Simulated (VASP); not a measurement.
Input of a VASP 6.6.1 run:

Contents of INCAR:

```
SYSTEM = Ta3Br2
PREC     = Accurate       ! precision mode
ENCUT    = 600            ! plane-wave cutoff, eV
EDIFF    = 1E-7           ! SCF threshold, eV
ISMEAR   = 0              ! smearing method
SIGMA    = 0.1            ! smearing width, eV
LREAL    = .FALSE.        ! projectors in reciprocal space
LASPH    = .TRUE.         ! aspherical terms in the spheres
NELM     = 60             ! most SCF steps
ALGO     = Normal         ! electronic algorithm
ISIF     = 3              ! what is computed and relaxed
LWAVE    = .FALSE.        ! write WAVECAR
LCHARG   = .FALSE.        ! write CHGCAR
GGA      = PE             ! functional
IBRION   = 2              ! ionic algorithm
NSW      = 90             ! ionic steps
EDIFFG   = -0.04          ! ionic threshold
```

The input KPOINTS:

```
regular mesh
0
G
  6 6 4
  0 0 0
```

The input POSCAR:

```
Ta3Br2
1.0
    5.1137212835      0.0000000000      0.0000000000
   -2.5568606417      4.4286125393      0.0000000000
    0.0000000000      0.0000000000      5.4188341785
Ta Br
3 2
Direct
    0.5000000000      0.0000000000      0.3923289070
    0.0000000000      0.5000000000      0.3923289070
    0.5000000000      0.5000000000      0.3923289070
    0.6666666667      0.3333333333      0.0000000000
    0.3333333333      0.6666666667      0.0000000000
```

Potentials or basis: VASP PAW PBE potentials, release 64 (Ta_pv, Br).

Command:

```bash
$ cat potpaw_PBE.64/Ta_pv/POTCAR potpaw_PBE.64/Br/POTCAR > POTCAR
$ mpirun -np 1 vasp_std > vasp.out
```

(1) Predict the relaxed volume.

(2) Estimate the relaxed cell.

(3) Predict the space group after relaxing (to 0.1 Å).

## Answers

(1) 25.81 Å³/atom.

(2) a = 5.543 Å, b = 5.543 Å, c = 4.850 Å, α = 90.00°, β = 90.00°, γ = 120.00°.

(3) P6/mmm (No. 191).

Caveat: an odd number of electrons without spin polarisation forces a metal; a magnetic or distorted state may lie lower.
